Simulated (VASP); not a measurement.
# MgO (I4/mmm) in VASP: further runs

Runs on MgO. Level: PBEsol. Tasks: single point.

All numbers are computed with VASP 6.6.1; they aren't measurements. Logs are shortened: lines on timing, memory, paths and dates and some standing lists are left out, and cuts for length are marked.

### Step 1. The cell of the first run

The structure is tetragonal, space group I4/mmm (No. 139). The conventional cell has a = 3.020 Å, b = 3.020 Å, c = 4.110 Å, α = 90.00°, β = 90.00°, γ = 90.00°. Within 2.7 Å of Mg (site symmetry 4/mmm) lie 6 O at 2.06 to 2.14 Å. Within 2.7 Å of O (site symmetry 4/mmm) lie 6 Mg at 2.06 to 2.14 Å.

### Step 2. Single point, PBEsol (strain -0.0375 x Voigt [1, 0, 0, 0, 0, 0])

Input file INCAR:

```
SYSTEM = MgO
ALGO     = Normal         ! electronic algorithm
EDIFF    = 1E-6           ! SCF threshold, eV
ENCUT    = 520            ! plane-wave cutoff, eV
GGA      = PS             ! functional
ISIF     = 2              ! what is computed and relaxed
ISMEAR   = 0              ! smearing method
LASPH    = .TRUE.         ! aspherical terms in the spheres
LCHARG   = .TRUE.         ! write CHGCAR
LELF     = .TRUE.         ! ELF
LREAL    = .FALSE.        ! projectors in reciprocal space
LVHAR    = .TRUE.       
LWAVE    = .FALSE.        ! write WAVECAR
NBANDS   = 11             ! bands
NELM     = 60             ! most SCF steps
PREC     = Accurate       ! precision mode
SIGMA    = 0.05           ! smearing width, eV
```

Input file KPOINTS:

```
k-points
0
G
  10 10 10
  0 0 0
```

Input file POSCAR:

```
MgO
1.0
    0.0000000000      2.1351500000      2.1351500000
    2.0550818750      0.0000000000      2.1351500000
    2.0550818750      2.1351500000      0.0000000000
Mg O
1 1
Direct
    0.0000000000      0.0000000000      0.0000000000
    0.5000000000      0.5000000000      0.5000000000
```

Potentials or basis: VASP PAW PBE potentials, release 64 (Mg, O).

Command:

```bash
$ cat potpaw_PBE.64/Mg/POTCAR potpaw_PBE.64/O/POTCAR > POTCAR
$ mpirun -np 1 vasp_std > vasp.out
```

OUTCAR:

```text
SYSTEM = MgO
   EDIFF = 1E-6
   ENCUT = 520
   GGA = PS
   ISIF = 2
   ISMEAR = 0
   LASPH = .TRUE.
   LREAL = .FALSE.
   NELM = 60
   PREC = Accurate

 ion  position               nearest neighbor table
   1  0.000  0.000  0.000-   2 2.06   2 2.06   2 2.14   2 2.14   2 2.14   2 2.14
   2  0.500  0.500  0.500-   1 2.06   1 2.06   1 2.14   1 2.14   1 2.14   1 2.14

  LATTYP: Found a body centered tetragonal cell.
 ALAT       =     3.0195580877
 C/A-ratio  =     1.3611805538

  Lattice vectors:

 A1 = (  -2.0550818750,   0.0000000000,  -2.1351500000)
 A2 = (  -2.0550818750,   0.0000000000,   2.1351500000)
 A3 = (   2.0550818750,   2.1351500000,   0.0000000000)

Analysis of symmetry for initial positions (statically):
=====================================================================
 Subroutine PRICEL returns:
 Original cell was already a primitive cell.

 Routine SETGRP: Setting up the symmetry group for a
 body centered tetragonal supercell.

 Subroutine GETGRP returns: Found 16 space group operations
 (whereof 16 operations were pure point group operations)
 out of a pool of 16 trial point group operations.

The static configuration has the point symmetry D_4h.

Analysis of symmetry for dynamics (positions and initial velocities):
=====================================================================
 Subroutine PRICEL returns:
 Original cell was already a primitive cell.

 Routine SETGRP: Setting up the symmetry group for a
 body centered tetragonal supercell.

 Subroutine GETGRP returns: Found 16 space group operations
 (whereof 16 operations were pure point group operations)
 out of a pool of 16 trial point group operations.

The dynamic configuration has the point symmetry D_4h.

 Subroutine INISYM returns: Found 16 space group operations
 (whereof 16 operations are pure point group operations),
 and found     1 'primitive' translations

----------------------------------------------------------------------------------------

                                     Primitive cell

  volume of cell :      18.7377

  direct lattice vectors                    reciprocal lattice vectors
     0.000000000  2.135150000  2.135150000    -0.243299309  0.234175585  0.234175585
     2.055081875  0.000000000  2.135150000     0.243299309 -0.234175585  0.234175585
     2.055081875  2.135150000  0.000000000     0.243299309  0.234175585 -0.234175585

  length of vectors
     3.019558088  2.963482248  2.963482248     0.410939123  0.410939123  0.410939123

  position of ions in fractional coordinates (direct lattice)
     0.000000000  0.000000000  0.000000000
     0.500000000  0.500000000  0.500000000

  ion indices of the primitive-cell ions
   primitive index   ion index
                 1           1
                 2           2

----------------------------------------------------------------------------------------

 KPOINTS: k-points

Automatic generation of k-mesh.
 Grid dimensions read from file:
 generate k-points for:   10   10   10

 Generating k-lattice:

  Cartesian coordinates                     Fractional coordinates (reciprocal lattice)
    -0.024329931  0.023417558  0.023417558     0.100000000 -0.000000000 -0.000000000
     0.024329931 -0.023417558  0.023417558     0.000000000  0.100000000  0.000000000
     0.024329931  0.023417558 -0.023417558     0.000000000  0.000000000  0.100000000

  Length of vectors
     0.041093912  0.041093912  0.041093912

  Shift w.r.t. Gamma in fractional coordinates (k-lattice)
     0.000000000  0.000000000  0.000000000

 Subroutine IBZKPT returns following result:
 ===========================================

 Found    102 irreducible k-points:

 Following reciprocal coordinates:
            Coordinates               Weight
  0.000000  0.000000  0.000000      1.000000
  0.100000 -0.000000 -0.000000      8.000000
  0.200000 -0.000000 -0.000000      8.000000
  0.300000  0.000000  0.000000      8.000000
  0.400000 -0.000000 -0.000000      8.000000
  0.500000 -0.000000 -0.000000      4.000000
[... 16 lines left out ...]
  0.300000  0.300000  0.000000      4.000000
  0.400000  0.300000  0.000000     16.000000
 [... further k-points ...]
   k-points           NKPTS =    102   k-points in BZ     NKDIM =    102   number of bands    NBANDS=     11
   number of dos      NEDOS =    301   number of ions     NIONS =      2
   total plane-waves  NPLWV =  13824
   dimension x,y,z NGX =    24 NGY =   24 NGZ =   24
   dimension x,y,z NGXF=    48 NGYF=   48 NGZF=   48
   ions per type =               1   1
   NGX,Y,Z   is equivalent  to a cutoff of  13.21, 13.46, 13.46 a.u.
   NGXF,Y,Z  is equivalent  to a cutoff of  26.43, 26.93, 26.93 a.u.
 SYSTEM =  MgO
   PREC   = accura    normal or accurate (medium, high low for compatibility)
   ISTART =      0    job   : 0-new  1-cont  2-samecut
   ICHARG =      2    charge: 1-file 2-atom 10-const
   ISPIN  =      1    spin polarized calculation?
   LNONCOLLINEAR =      F non collinear calculations
   LSORBIT =      F    spin-orbit coupling
   LASPH  =      T    aspherical Exc in radial PAW
   ENCUT  =  520.0 eV  38.22 Ry    6.18 a.u.   5.61  5.51  5.51*2*pi/ulx,y,z
   NELM   =     60;   NELMIN=  2; NELMDL= -5     # of ELM steps
   EDIFF  = 0.1E-05   stopping-criterion for ELM
   LREAL  =      F    real-space projection
   EDIFFG = 0.1E-04   stopping-criterion for IOM
   NSW    =      0    number of steps for IOM
   IBRION =     -1    ionic relax: 0-MD 1-quasi-New 2-CG
   NFREE  =      0    steps in history (QN), initial steepest desc. (CG)
   ISIF   =      2    stress and relaxation
   ISYM   =      2    0-nonsym 1-usesym 2-fastsym
   POTIM  = 0.5000    time-step for ionic-motion
   TEBEG  =    0.0;   TEEND  =   0.0 temperature during run
   PSTRESS=    0.0 pullay stress
   NELECT =       8.0000    total number of electrons
   NUPDOWN=      -1.0000    fix difference up-down
   EMIN   =  10.00;   EMAX   =-10.00  energy-range for DOS
   EFERMI =   0.00;   METHOD = LEGACY
   ISMEAR =     0;   SIGMA  =   0.05  broadening in eV -4-tet -1-fermi 0-gaus
   EFERMI_NEDOS =   21; number of points for ismear=-14 and -15
   IALGO  =     38    algorithm
   IMIX   =      4    mixing-type and parameters
     AMIX     =   0.40;   BMIX     =  1.00
     AMIX_MAG =   1.60;   BMIX_MAG =  1.00
  volume/ion in A,a.u.               =       9.37        63.22
  Fermi-wavevector in a.u.,A,eV,Ry     =   1.232725  2.329512 20.675561  1.519611
  Thomas-Fermi vector in A             =   2.367484
   LORBIT       =      0    0 simple, 1 ext, 2 COOP (PROOUT), +10 PAW based schemes
   GGA     = PS    functional components
   LHFCALC =     F    Hartree Fock is set to
   AEXX    =    0.0000 exact exchange contribution
   IVDW    =     0    specifies the selected vdW correction
   LEPSILON=     F    determine dielectric tensor
   LRPA    =     F    only Hartree local field effects (RPA)
 non-spin polarized calculation
 Gauss-broadening in eV      SIGMA  =   0.05
  energy-cutoff  :      520.00
  volume of cell :       18.74
 maximum number of plane-waves:       531
   NGX = 11   NGY = 11   NGZ = 11

 number of electron       8.0000004 magnetization

 Free energy of the ion-electron system (eV)
  ---------------------------------------------------
  ext. energy  EPLUGINS =         0.00000000
  ---------------------------------------------------
  free energy    TOTEN  =       -12.50027590 eV

  energy without entropy =      -12.50027590  energy(sigma->0) =      -12.50027590

 E-fermi :   3.4137     XC(G=0): -11.2938

 val. band max:        3.0713847202   @ k =   0.0000   0.0000   0.0000
 cond. band min:       7.6386683317   @ k =   0.0000   0.0000   0.0000
 fundamental gap:      4.5672836116
 Fermi energy:         3.4136718110

 k-point     1 :       0.0000    0.0000    0.0000
  band No.  band energies     occupation
      1     -14.1497      2.00000
      2       2.9812      2.00000
      3       3.0714      2.00000
      4       3.0714      2.00000
      5       7.6387      0.00000
      6      18.5427      0.00000
      7      18.5427      0.00000
      8      18.9441      0.00000
      9      22.5145      0.00000
     10      23.7541      0.00000
     11      25.0326      0.00000

 k-point     2 :       0.1000   -0.0000   -0.0000
  band No.  band energies     occupation
      1     -14.0424      2.00000
      2       2.3750      2.00000
      3       2.9539      2.00000
      4       2.9952      2.00000
      5       8.2733      0.00000
      6      17.4063      0.00000
      7      18.7707      0.00000
      8      19.0597      0.00000
      9      23.1081      0.00000
     10      24.0788      0.00000
     11      24.3030      0.00000

 k-point     3 :       0.2000   -0.0000   -0.0000
  band No.  band energies     occupation
      1     -13.7470      2.00000
      2       1.0430      2.00000
      3       2.7965      2.00000
      4       2.8028      2.00000
      5       9.4666      0.00000
      6      15.8977      0.00000
      7      19.1764      0.00000
      8      19.6111      0.00000
      9      22.5699      0.00000
     10      23.3287      0.00000
     11      25.1758      0.00000

 k-point     4 :       0.3000    0.0000    0.0000
  band No.  band energies     occupation
      1     -13.3478      2.00000
      2      -0.2885      2.00000
      3       2.5780      2.00000
      4       2.6128      2.00000
      5      10.3837      0.00000
      6      15.2223      0.00000
      7      19.1609      0.00000
      8      19.8915      0.00000
      9      23.1922      0.00000
     10      23.5352      0.00000
     11      24.6215      0.00000
[... 239 lines left out ...]
 k-point    22 :      -0.2000    0.2000    0.0000
  band No.  band energies     occupation
      1     -13.2187      2.00000
      2      -0.1389      2.00000
      3       1.7020      2.00000
      4       2.5982      2.00000
      5      11.3497      0.00000
      6      14.6733      0.00000
      7      17.9843      0.00000
      8      20.9453      0.00000
      9      21.4319      0.00000
     10      24.2336      0.00000
     11      27.4311      0.00000

 k-point    23 :       0.3000    0.3000    0.0000
  band No.  band energies     occupation
      1     -13.1704      2.00000
      2      -0.1503      2.00000
      3       2.0339      2.00000
      4       2.2301      2.00000
      5      11.7683      0.00000
      6      13.3844      0.00000
      7      17.1178      0.00000
      8      20.7300      0.00000
      9      21.1329      0.00000
     10      27.1991      0.00000
     11      30.0892      0.00000

 k-point    24 :       0.4000    0.3000    0.0000
  band No.  band energies     occupation
      1     -12.9197      2.00000
      2      -0.5864      2.00000
      3       1.7201      2.00000
      4       2.0240      2.00000
      5      12.4954      0.00000
      6      13.1469      0.00000
      7      16.3251      0.00000
      8      21.0134      0.00000
      9      21.5574      0.00000
     10      27.8557      0.00000
     11      29.7463      0.00000

 [... further k-points ...]
[... 5 lines left out ...]
  --------------------------------------------------------------------------------------
  -------------------------------------------------------------------------------------
  Total        0.6197042     -0.3552743     -0.3552743     -0.0000000      0.0000000      0.0000000
  in kB       52.9881907    -30.3779523    -30.3779523     -0.0000000      0.0000000      0.0000000
  external PRESSURE =      -2.5892379 kB  Pullay stress =       0.0000000 kB

 VOLUME and BASIS-vectors are now :
 -----------------------------------------------------------------------------
  energy-cutoff  :      520.00
  volume of cell :       18.74
      direct lattice vectors                 reciprocal lattice vectors
     0.000000000  2.135150000  2.135150000    -0.243299309  0.234175585  0.234175585
     2.055081875  0.000000000  2.135150000     0.243299309 -0.234175585  0.234175585
     2.055081875  2.135150000  0.000000000     0.243299309  0.234175585 -0.234175585

 POSITION                                       TOTAL-FORCE (eV/Angst)
 -----------------------------------------------------------------------------------
      0.00000      0.00000      0.00000        -0.000000     -0.000000      0.000000
      2.05508      2.13515      2.13515         0.000000      0.000000     -0.000000
 -----------------------------------------------------------------------------------
    total drift:                               -0.000000     -0.000000      0.000000

  FREE ENERGIE OF THE ION-ELECTRON SYSTEM (eV)
  ---------------------------------------------------
  free  energy   TOTEN  =       -12.5002759034 eV

  energy  without entropy=      -12.5002759034  energy(sigma->0) =      -12.50027590
```

It took 27 s on 1 thread of Intel Xeon 8259CL, shared host; peak memory 0.15 GiB.

What came out:

```
Free energy            : -12.5003 eV
Pressure               : -0.3 GPa
Band gap on the k mesh : 4.57 eV, direct
```

Levels at points of the mesh, in eV from the valence-band top:
```tsv
k point	band 1	band 2	band 3	band 4	band 5	band 6	band 7	band 8
(0.00, 0.00, 0.00)	-17.22	-0.09	0.00	0.00	4.57	15.47	15.47	15.87
(0.50, 0.00, 0.00)	-15.91	-4.69	-0.73	-0.65	7.69	12.43	15.70	16.60
(0.50, 0.50, 0.00)	-15.69	-4.21	-1.45	-1.22	9.04	9.84	12.74	18.56
(0.00, 0.50, 0.50)	-15.58	-4.06	-1.50	-1.50	8.63	9.80	13.25	18.48
```

Caveat: the cell differs from its parent crystal (strain -0.0375 x Voigt [1, 0, 0, 0, 0, 0]); the PAW data sets were made with another functional, which shifts forces and pressure a little.

### Step 3. Single point, PBEsol (strain +0.0375 x Voigt [1, 0, 0, 0, 0, 0])

Input file INCAR:

```
SYSTEM = MgO
  PREC = Accurate
  ENCUT = 520
  EDIFF = 1E-6
  ISMEAR = 0
  SIGMA = 0.05
  LREAL = .False.
  LASPH = .True.
  NELM = 60
  ALGO = Normal
  ISIF = 2
  LWAVE = .False.
  LCHARG = .False.
  GGA = PS
  NBANDS = 11
```

Input file KPOINTS:

```
regular mesh
0
Gamma
  10 10 10
  0 0 0
```

Input file POSCAR:

```
MgO
1.0
    0.0000000000      2.1351500000      2.1351500000
    2.2152181250      0.0000000000      2.1351500000
    2.2152181250      2.1351500000      0.0000000000
Mg O
1 1
Direct
    0.0000000000      0.0000000000      0.0000000000
    0.5000000000      0.5000000000      0.5000000000
```

Potentials or basis: VASP PAW PBE potentials, release 64 (Mg, O).

Command:

```bash
$ cat potpaw_PBE.64/Mg/POTCAR potpaw_PBE.64/O/POTCAR > POTCAR
$ mpirun -np 1 vasp_std > vasp.out
```

Run time: 27 s. Hardware: 1 thread of Intel Xeon 8259CL, shared host; peak memory 0.16 GiB.

The run converged. Its results:

| Quantity | Value |
| --- | --- |
| Free energy | -12.4515 eV |
| Pressure | -10.5 GPa |
| Band gap on the k mesh | 3.86 eV, direct |

Stress tensor (GPa, compression positive):
```
-13.35   0.00   0.00
  0.00  -9.13   0.00
  0.00   0.00  -9.13
```

Levels at points of the mesh, in eV from the valence-band top:
```csv
k point,band 2,band 3,band 4,band 5,band 6,band 7
"(0.00, 0.00, 0.00)",-0.08,-0.08,0.00,3.86,14.91,15.29
"(0.50, 0.00, 0.00)",-4.40,-0.67,-0.60,7.21,11.58,14.99
"(0.50, 0.50, 0.00)",-3.85,-1.47,-1.24,8.67,9.01,12.28
"(0.00, 0.50, 0.50)",-3.95,-1.22,-1.22,9.02,9.05,11.81
```

Caveat: the cell differs from its parent crystal (strain +0.0375 x Voigt [1, 0, 0, 0, 0, 0]); the PAW data sets were made with another functional, which shifts forces and pressure a little.

### Step 4. Single point, PBEsol (strain +0.0750 x Voigt [1, 0, 0, 0, 0, 0])

Input file INCAR:

```
PREC     = Accurate       # precision mode
ENCUT    = 520            # plane-wave cutoff, eV
EDIFF    = 1E-6           # SCF threshold, eV
ISMEAR   = 0              # smearing method
SIGMA    = 0.05           # smearing width, eV
LREAL    = F              # projectors in reciprocal space
LASPH    = T              # aspherical terms in the spheres
NELM     = 60             # most SCF steps
ALGO     = Normal         # electronic algorithm
ISIF     = 2              # what is computed and relaxed
LWAVE    = F              # write WAVECAR
LCHARG   = F              # write CHGCAR
GGA      = PS             # functional
NBANDS   = 11             # bands
```

Input file KPOINTS:

```
regular mesh
0
Gamma
  10 10 10
```

Input file POSCAR:

```
MgO
1.0
    0.0000000000      2.1351500000      2.1351500000
    2.2952862500      0.0000000000      2.1351500000
    2.2952862500      2.1351500000      0.0000000000
Mg O
1 1
Direct
    0.0000000000      0.0000000000      0.0000000000
    0.5000000000      0.5000000000      0.5000000000
```

Command:

```bash
$ cat potpaw_PBE.64/Mg/POTCAR potpaw_PBE.64/O/POTCAR > POTCAR
$ mpirun -np 1 vasp_std > vasp.out
```

Wall time 25 s (1 thread of Intel Xeon 8259CL, shared host); peak memory 0.15 GiB.

It converged, with:

```
Free energy            : -12.3817 eV
Pressure               : -13.4 GPa
Band gap on the k mesh : 3.51 eV, direct
```

Stress tensor (GPa, compression positive):
```
-17.27   0.00   0.00
  0.00 -11.48   0.00
  0.00   0.00 -11.48
```

Levels at points of the mesh, in eV from the valence-band top:
```csv
k point,band 2,band 3,band 4,band 5,band 6,band 7
"(0.00, 0.00, 0.00)",-0.15,-0.15,0.00,3.51,14.49,15.21
"(0.50, 0.00, 0.00)",-4.29,-0.71,-0.58,6.95,11.14,14.36
"(0.50, 0.50, 0.00)",-3.72,-1.62,-1.16,8.51,8.65,12.04
"(0.00, 0.50, 0.50)",-3.90,-1.13,-1.13,8.71,9.17,11.13
```

Caveat: the cell differs from its parent crystal (strain +0.0750 x Voigt [1, 0, 0, 0, 0, 0]); the PAW data sets were made with another functional, which shifts forces and pressure a little.

### Step 5. Summary

| cell | gap on the mesh (eV) | pressure (GPa) |
| --- | --- | --- |
| a = 3.020, b = 2.963, c = 2.963 Å, angles 61.3, 59.4, 59.4°, 2 atoms | 4.57 | -0.3 |
| a = 3.020, b = 3.077, c = 3.077 Å, angles 58.8, 60.6, 60.6°, 2 atoms | 3.86 | -10.5 |
| a = 3.020, b = 3.135, c = 3.135 Å, angles 57.6, 61.2, 61.2°, 2 atoms | 3.51 | -13.4 |

Alike in all rows: task single point; level PBEsol; potentials or basis VASP PAW PBE potentials, release 64 (Mg, O); no spin polarisation; k mesh 10 × 10 × 10; cutoff (eV) 520; smearing gaussian 0.05 eV.

Caveats: the PAW data sets were made with another functional, which shifts forces and pressure a little.

Total energies depend on the potentials used, so only differences within one code and one set of settings carry meaning.
